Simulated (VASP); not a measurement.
# MgO2 (R-3m) in VASP: notebook

The runs below take MgO2 through single point, with PBEsol.

Program: VASP 6.6.1. These are calculated values, not measurements. Logs are shortened: lines on timing, memory, paths and dates and some standing lists are left out, and cuts for length are marked.

## 1. The cell of the first run

It takes space group R-3m (No. 166, trigonal). The conventional cell has a = 3.089 Å, b = 3.089 Å, c = 10.249 Å, α = 90.00°, β = 90.00°, γ = 120.00°. Within 2.7 Å of Mg (site symmetry -3m) lie 6 O at 2.04 Å. O (site symmetry 3m) has 1 O at 1.45 Å within 1.9 Å.

## 2. Single point, PBEsol (9.41 Å³/atom)

The input, INCAR:

```
SYSTEM = MgO2
  PREC = Accurate
  ENCUT = 520
  EDIFF = 1E-6
  ISMEAR = 0
  SIGMA = 0.02
  LREAL = .FALSE.
  LASPH = .TRUE.
  NELM = 80
  ALGO = Normal
  ISIF = 2
  LWAVE = .FALSE.
  LCHARG = .FALSE.
  GGA = PS
  NBANDS = 14
```

The input, KPOINTS:

```
regular mesh
0
G
  12 12 12
  0 0 0
```

The input, POSCAR:

```
MgO2
1.0
    1.5447437295      0.8918582080      3.4164451819
   -1.5447437295      0.8918582080      3.4164451819
    0.0000000000     -1.7837164161      3.4164451819
Mg O
1 2
Direct
    0.0000000000      0.0000000000      0.0000000000
    0.4291616525      0.4291616525      0.4291616525
    0.5708383475      0.5708383475      0.5708383475
```

Potentials or basis: VASP PAW PBE potentials, release 64 (Mg, O).

The run is started by

```sh
cat potpaw_PBE.64/Mg/POTCAR potpaw_PBE.64/O/POTCAR > POTCAR
mpirun -np 1 vasp_std > vasp.out
```

OUTCAR:

```text
SYSTEM = MgO2
   PREC = Accurate
   ENCUT = 520
   EDIFF = 1E-6
   ISMEAR = 0
   LREAL = .FALSE.
   LASPH = .TRUE.
   NELM = 80
   ISIF = 2
   GGA = PS

 ion  position               nearest neighbor table
   1  0.000  0.000  0.000-   3 2.04   2 2.04   3 2.04   3 2.04   2 2.04   2 2.04
   2  0.429  0.429  0.429-   3 1.45   1 2.04   1 2.04   1 2.04
   3  0.571  0.571  0.571-   2 1.45   1 2.04   1 2.04   1 2.04

  LATTYP: Found a trigonal (rhomboedric) cell.
 ALAT       =     3.8540552583
 COS(alpha) =     0.6787027538

  Lattice vectors:

 A1 = (   1.5447437295,   0.8918582080,   3.4164451819)
 A2 = (  -1.5447437295,   0.8918582080,   3.4164451819)
 A3 = (   0.0000000000,  -1.7837164161,   3.4164451819)

Analysis of symmetry for initial positions (statically):
=====================================================================
 Subroutine PRICEL returns:
 Original cell was already a primitive cell.

 Routine SETGRP: Setting up the symmetry group for a
 trigonal (rhombohedral) supercell.

 Subroutine GETGRP returns: Found 12 space group operations
 (whereof 12 operations were pure point group operations)
 out of a pool of 12 trial point group operations.

The static configuration has the point symmetry D_3d.

Analysis of symmetry for dynamics (positions and initial velocities):
=====================================================================
 Subroutine PRICEL returns:
 Original cell was already a primitive cell.

 Routine SETGRP: Setting up the symmetry group for a
 trigonal (rhombohedral) supercell.

 Subroutine GETGRP returns: Found 12 space group operations
 (whereof 12 operations were pure point group operations)
 out of a pool of 12 trial point group operations.

The dynamic configuration has the point symmetry D_3d.

 Subroutine INISYM returns: Found 12 space group operations
 (whereof 12 operations are pure point group operations),
 and found     1 'primitive' translations

----------------------------------------------------------------------------------------

                                     Primitive cell

  volume of cell :      28.2409

  direct lattice vectors                    reciprocal lattice vectors
     1.544743729  0.891858208  3.416445182     0.323678284  0.186875745  0.097567300
    -1.544743729  0.891858208  3.416445182    -0.323678284  0.186875745  0.097567300
     0.000000000 -1.783716416  3.416445182     0.000000000 -0.373751489  0.097567300

  length of vectors
     3.854055258  3.854055258  3.854055258     0.386276525  0.386276525  0.386276525

  position of ions in fractional coordinates (direct lattice)
     0.000000000  0.000000000  0.000000000
     0.429161652  0.429161652  0.429161652
     0.570838348  0.570838348  0.570838348

  ion indices of the primitive-cell ions
   primitive index   ion index
                 1           1
                 2           2
                 3           3

----------------------------------------------------------------------------------------

 KPOINTS: regular mesh

Automatic generation of k-mesh.
 Grid dimensions read from file:
 generate k-points for:   12   12   12

 Generating k-lattice:

  Cartesian coordinates                     Fractional coordinates (reciprocal lattice)
     0.026973190  0.015572979  0.008130608     0.083333333  0.000000000  0.000000000
    -0.026973190  0.015572979  0.008130608     0.000000000  0.083333333  0.000000000
     0.000000000 -0.031145957  0.008130608    -0.000000000 -0.000000000  0.083333333

  Length of vectors
     0.032189710  0.032189710  0.032189710

  Shift w.r.t. Gamma in fractional coordinates (k-lattice)
     0.000000000  0.000000000  0.000000000

 Subroutine IBZKPT returns following result:
 ===========================================

 Found    189 irreducible k-points:

 Following reciprocal coordinates:
            Coordinates               Weight
  0.000000  0.000000  0.000000      1.000000
  0.083333  0.000000  0.000000      6.000000
  0.166667 -0.000000  0.000000      6.000000
  0.250000  0.000000 -0.000000      6.000000
  0.333333  0.000000  0.000000      6.000000
  0.416667 -0.000000  0.000000      6.000000
[... 16 lines left out ...]
  0.500000  0.166667 -0.000000     12.000000
 -0.416667  0.166667  0.000000     12.000000
 [... further k-points ...]
   k-points           NKPTS =    189   k-points in BZ     NKDIM =    189   number of bands    NBANDS=     14
   number of dos      NEDOS =    301   number of ions     NIONS =      3
   total plane-waves  NPLWV =  27000
   dimension x,y,z NGX =    30 NGY =   30 NGZ =   30
   dimension x,y,z NGXF=    60 NGYF=   60 NGZF=   60
   ions per type =               1   2
   NGX,Y,Z   is equivalent  to a cutoff of  12.94, 12.94, 12.94 a.u.
   NGXF,Y,Z  is equivalent  to a cutoff of  25.88, 25.88, 25.88 a.u.
 SYSTEM =  MgO2
   PREC   = accura    normal or accurate (medium, high low for compatibility)
   ISTART =      0    job   : 0-new  1-cont  2-samecut
   ICHARG =      2    charge: 1-file 2-atom 10-const
   ISPIN  =      1    spin polarized calculation?
   LNONCOLLINEAR =      F non collinear calculations
   LSORBIT =      F    spin-orbit coupling
   LASPH  =      T    aspherical Exc in radial PAW
   ENCUT  =  520.0 eV  38.22 Ry    6.18 a.u.   7.17  7.17  7.17*2*pi/ulx,y,z
   NELM   =     80;   NELMIN=  2; NELMDL= -5     # of ELM steps
   EDIFF  = 0.1E-05   stopping-criterion for ELM
   LREAL  =      F    real-space projection
[... 7 lines left out ...]
   TEBEG  =    0.0;   TEEND  =   0.0 temperature during run
   PSTRESS=    0.0 pullay stress
   NELECT =      14.0000    total number of electrons
   NUPDOWN=      -1.0000    fix difference up-down
   EMIN   =  10.00;   EMAX   =-10.00  energy-range for DOS
   EFERMI =   0.00;   METHOD = LEGACY
   ISMEAR =     0;   SIGMA  =   0.02  broadening in eV -4-tet -1-fermi 0-gaus
   EFERMI_NEDOS =   21; number of points for ismear=-14 and -15
   IALGO  =     38    algorithm
   IMIX   =      4    mixing-type and parameters
     AMIX     =   0.40;   BMIX     =  1.00
     AMIX_MAG =   1.60;   BMIX_MAG =  1.00
  volume/ion in A,a.u.               =       9.41        63.53
  Fermi-wavevector in a.u.,A,eV,Ry     =   1.295661  2.448445 22.840624  1.678738
  Thomas-Fermi vector in A             =   2.427167
   LORBIT       =      0    0 simple, 1 ext, 2 COOP (PROOUT), +10 PAW based schemes
   GGA     = PS    functional components
   LHFCALC =     F    Hartree Fock is set to
   AEXX    =    0.0000 exact exchange contribution
   IVDW    =     0    specifies the selected vdW correction
   LEPSILON=     F    determine dielectric tensor
   LRPA    =     F    only Hartree local field effects (RPA)
 non-spin polarized calculation
 Gauss-broadening in eV      SIGMA  =   0.02
  energy-cutoff  :      520.00
  volume of cell :       28.24
 maximum number of plane-waves:       773
 NGX is ok and might be reduce to    30
   NGX = 15   NGY = 15   NGZ = 15

 number of electron      13.9999999 magnetization

 Free energy of the ion-electron system (eV)
  ---------------------------------------------------
  ext. energy  EPLUGINS =         0.00000000
  ---------------------------------------------------
  free energy    TOTEN  =       -17.17478711 eV

  energy without entropy =      -17.17478711  energy(sigma->0) =      -17.17478711

 E-fermi :   3.6724     XC(G=0): -10.9313

 val. band max:        3.4622385917   @ k =   0.5000   0.5000   0.5000
 cond. band min:       6.1052083904   @ k =   0.5000   0.5000   0.5000
 fundamental gap:      2.6429697987
 Fermi energy:         3.6724024777

 k-point     1 :       0.0000    0.0000    0.0000
  band No.  band energies     occupation
      1     -18.6494      2.00000
      2     -11.1021      2.00000
      3      -4.9526      2.00000
      4      -0.1854      2.00000
      5      -0.1854      2.00000
      6       2.5353      2.00000
      7       2.5353      2.00000
      8       8.4153      0.00000
      9       8.6719      0.00000
     10      16.1668      0.00000
     11      17.8534      0.00000
     12      18.6410      0.00000
     13      18.6410      0.00000
     14      21.0719      0.00000

 k-point     2 :       0.0833    0.0000    0.0000
  band No.  band energies     occupation
      1     -18.6110      2.00000
      2     -11.1261      2.00000
      3      -4.8922      2.00000
      4      -0.4106      2.00000
      5      -0.2158      2.00000
      6       2.4704      2.00000
      7       2.5028      2.00000
      8       8.5142      0.00000
      9       8.8715      0.00000
     10      16.1734      0.00000
     11      17.9017      0.00000
     12      18.0064      0.00000
     13      18.8564      0.00000
     14      20.7155      0.00000

 k-point     3 :       0.1667   -0.0000    0.0000
  band No.  band energies     occupation
      1     -18.5042      2.00000
      2     -11.1915      2.00000
      3      -4.7268      2.00000
      4      -0.9846      2.00000
      5      -0.2974      2.00000
      6       2.3225      2.00000
      7       2.4150      2.00000
      8       8.5269      0.00000
      9       9.6020      0.00000
     10      16.1311      0.00000
     11      16.8280      0.00000
     12      18.2504      0.00000
     13      19.4843      0.00000
     14      19.9420      0.00000

 k-point     4 :       0.2500    0.0000   -0.0000
  band No.  band energies     occupation
      1     -18.3531      2.00000
      2     -11.2803      2.00000
      3      -4.4947      2.00000
      4      -1.7064      2.00000
      5      -0.4056      2.00000
      6       2.1849      2.00000
      7       2.2975      2.00000
      8       8.4174      0.00000
      9      10.5974      0.00000
     10      15.5384      0.00000
     11      16.5124      0.00000
     12      18.3396      0.00000
     13      19.3105      0.00000
     14      20.4559      0.00000

 k-point     5 :       0.3333    0.0000    0.0000
  band No.  band energies     occupation
      1     -18.1956      2.00000
      2     -11.3693      2.00000
      3      -4.2343      2.00000
      4      -2.4071      2.00000
      5      -0.5105      2.00000
      6       2.1183      2.00000
      7       2.1829      2.00000
      8       8.2217      0.00000
      9      11.5523      0.00000
     10      14.9072      0.00000
     11      16.5682      0.00000
[... 276 lines left out ...]
 k-point    22 :       0.4167    0.1667   -0.0000
  band No.  band energies     occupation
      1     -18.0908      2.00000
      2     -11.6020      2.00000
      3      -3.7546      2.00000
      4      -2.5069      2.00000
      5      -0.8974      2.00000
      6       1.7369      2.00000
      7       2.5609      2.00000
      8       7.8902      0.00000
      9      12.4119      0.00000
     10      14.3075      0.00000
     11      16.1506      0.00000
     12      18.4604      0.00000
     13      19.4041      0.00000
     14      21.3776      0.00000

 k-point    23 :       0.5000    0.1667   -0.0000
  band No.  band energies     occupation
      1     -18.0037      2.00000
      2     -11.5850      2.00000
      3      -3.6167      2.00000
      4      -2.9203      2.00000
      5      -1.0125      2.00000
      6       1.7502      2.00000
      7       2.3398      2.00000
      8       7.8578      0.00000
      9      13.1440      0.00000
     10      14.1505      0.00000
     11      16.4514      0.00000
     12      18.4268      0.00000
     13      18.8320      0.00000
     14      21.6528      0.00000

 k-point    24 :      -0.4167    0.1667    0.0000
  band No.  band energies     occupation
      1     -17.9874      2.00000
      2     -11.5147      2.00000
      3      -3.8167      2.00000
      4      -2.8417      2.00000
      5      -1.0732      2.00000
      6       1.8251      2.00000
      7       2.0905      2.00000
      8       7.9543      0.00000
      9      13.1628      0.00000
     10      14.4315      0.00000
     11      16.7597      0.00000
     12      18.2360      0.00000
     13      18.6530      0.00000
     14      21.6657      0.00000

 [... further k-points ...]

------------------------ aborting loop because EDIFF is reached ----------------------------------------

  FORCE on cell =-STRESS in cart. coord.  units (eV):
  Direction    XX          YY          ZZ          XY          YZ          ZX
  --------------------------------------------------------------------------------------
  -------------------------------------------------------------------------------------
  Total        1.4690906      1.4690906      1.8145709      0.0000000     -0.0000000      0.0000000
  in kB       83.3453138     83.3453138    102.9453100      0.0000000     -0.0000000      0.0000000
  external PRESSURE =      89.8786458 kB  Pullay stress =       0.0000000 kB

 VOLUME and BASIS-vectors are now :
 -----------------------------------------------------------------------------
  energy-cutoff  :      520.00
  volume of cell :       28.24
      direct lattice vectors                 reciprocal lattice vectors
     1.544743729  0.891858208  3.416445182     0.323678284  0.186875745  0.097567300
    -1.544743729  0.891858208  3.416445182    -0.323678284  0.186875745  0.097567300
     0.000000000 -1.783716416  3.416445182     0.000000000 -0.373751489  0.097567300

 POSITION                                       TOTAL-FORCE (eV/Angst)
 -----------------------------------------------------------------------------------
      0.00000      0.00000      0.00000        -0.000000      0.000000      0.000000
      0.00000     -0.00000      4.39862         0.000000      0.000000     -0.216514
      0.00000     -0.00000      5.85071         0.000000     -0.000000      0.216514
 -----------------------------------------------------------------------------------
    total drift:                               -0.000000     -0.000000      0.000000

  FREE ENERGIE OF THE ION-ELECTRON SYSTEM (eV)
  ---------------------------------------------------
  free  energy   TOTEN  =       -17.1747871052 eV

  energy  without entropy=      -17.1747871052  energy(sigma->0) =      -17.17478711
```

Run time: 87 s. Hardware: 1 thread of Intel Xeon Platinum 8259CL at 2.50GHz (Skylake/Cascade Lake), shared host; peak memory 0.22 GiB.

What came out:

```yaml
Free_energy: -17.1748 eV
Pressure: 9.0 GPa
Largest_force: 0.217 eV/Å
Band_gap_on_the_k_mesh: 2.64 eV
```

Forces in eV/Å, atoms in the order of the input:
```
Mg   0.000  0.000  0.000
O    0.000  0.000 -0.217
O    0.000  0.000  0.217
```

Levels at points of the mesh, in eV from the valence-band top:
```
           k point  band 3  band 4  band 5  band 6  band 7  band 8  band 9  band 10  band 11  band 12
(0.00, 0.00, 0.00)   -8.41   -3.65   -3.65   -0.93   -0.93    4.95    5.21    12.70    14.39    15.18
(0.50, 0.00, 0.00)   -7.26   -6.72   -4.07   -1.39   -1.34    4.49    8.91    11.10    13.12    14.81
(0.50, 0.50, 0.00)   -6.53   -6.03   -4.76   -2.42   -0.21    3.86    7.93    11.66    13.23    13.46
(0.50, 0.50, 0.50)   -5.27   -4.23   -4.23    0.00    0.00    2.64    5.02    10.23    14.88    14.88
```

Caveat: the cell stands under pressure; the PAW data sets were made with another functional, which shifts forces and pressure a little.

(Continued in part 2 of 2.)
